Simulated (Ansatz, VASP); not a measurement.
# Hf: VASP beside Ansatz

```
Hf
1.0
     0.00000    3.04385    3.04385
     3.04385    0.00000    3.04385
     3.04385    3.04385    0.00000
Hf
2
Direct
  0.87500 0.87500 0.87500
  0.12500 0.12500 0.12500
```

Alike in both runs: task single point; functional PBEsol; k mesh 9 × 9 × 9; occupations fermi-dirac, width 0.05 eV; no spin polarisation.

|  | VASP | Ansatz |
| --- | --- | --- |
| version | VASP 6.6.1 | Ansatz 0.2.0 |
| potentials or method | VASP PAW PBE potentials, release 64 (Hf_pv), cutoff 520 eV | all-electron LAPW, scalar-relativistic |

|  | VASP | Ansatz | Ansatz less VASP |
| --- | --- | --- | --- |
| pressure (GPa) | 4.5 | 4.9 | +0.37 |

VASP's potentials were made for PBE, not for PBEsol. Ansatz ran all-electron here, and VASP with PAW potentials.

Neither program's run includes spin-orbit coupling.
